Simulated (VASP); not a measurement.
A run of VASP 6.6.1 is set up as follows.

The input INCAR:

```
PREC     = Accurate       # precision mode
ENCUT    = 630            # plane-wave cutoff, eV
EDIFF    = 1E-6           # SCF threshold, eV
ISMEAR   = 0              # smearing method
SIGMA    = 0.1            # smearing width, eV
LREAL    = F              # projectors in reciprocal space
LASPH    = T              # aspherical terms in the spheres
NELM     = 120            # most SCF steps
ALGO     = Normal         # electronic algorithm
ISIF     = 2              # what is computed and relaxed
LWAVE    = F              # write WAVECAR
LCHARG   = T              # write CHGCAR
GGA      = PE             # functional
LELF     = T              # ELF
LVHAR    = T            
NBANDS   = 58             # bands
GGA_COMPAT= F
```

Contents of KPOINTS:

```
regular mesh
0
Gamma
  2 2 2
```

The input POSCAR:

```
BeCdS4
1.0
   -5.6603627180     -0.0015809905     -0.0916420174
   -0.0394532066      0.0019244534     -6.3751009971
    0.0022386684     -6.3953023980      0.0017528306
Be Cd S
2 2 8
Direct
    0.0420210492      0.5640184845      0.5601170018
   -0.0418865162     -0.0640837820      0.0602045855
    0.5053899856      0.5061106043     -0.0111646594
    0.4946752129      0.9938921402      0.4892852589
    0.0771560433      0.8887025533      0.5957285379
    0.9108511332      0.0686962794      0.3586643297
    0.3669194464      0.4169430719      0.4213987028
    0.6336254461      0.5880855878      0.5749331031
    0.6330175811      0.0829841390      0.9217110938
    0.3663329116      0.9119766175      0.0751850512
    0.9227775696      0.6113881183      0.0955491145
    0.0891201372      0.4312861859      0.8583878800
```

Potentials or basis: VASP PAW PBE potentials, release 64 (Be, Cd_sv_GW, S).

Command:

```bash
$ cat potpaw_PBE.64/Be/POTCAR potpaw_PBE.64/Cd_sv_GW/POTCAR potpaw_PBE.64/S/POTCAR > POTCAR
$ mpirun -np 1 vasp_std > vasp.out
```

Question: Estimate the largest force.

Answer: 0.107 eV/Å.

Question: Estimate the pressure.

Answer: -0.2 GPa.

Question: Estimate the band gap on the k mesh.

Answer: 1.80 eV.

Forces in eV/Å, atoms in the order of the input:
```
Be  -0.009  0.020 -0.003
Be   0.011  0.018 -0.001
Cd  -0.008 -0.012 -0.002
Cd   0.010 -0.011  0.000
S    0.037  0.070 -0.047
S   -0.049 -0.071  0.056
S   -0.065 -0.057 -0.062
S    0.066  0.050  0.054
S    0.065 -0.055  0.062
S   -0.067  0.052 -0.052
S   -0.040  0.069  0.051
S    0.050 -0.072 -0.056
```

Caveat: the k points lie up to 0.56 Å⁻¹ apart. A k mesh can miss the band edges.
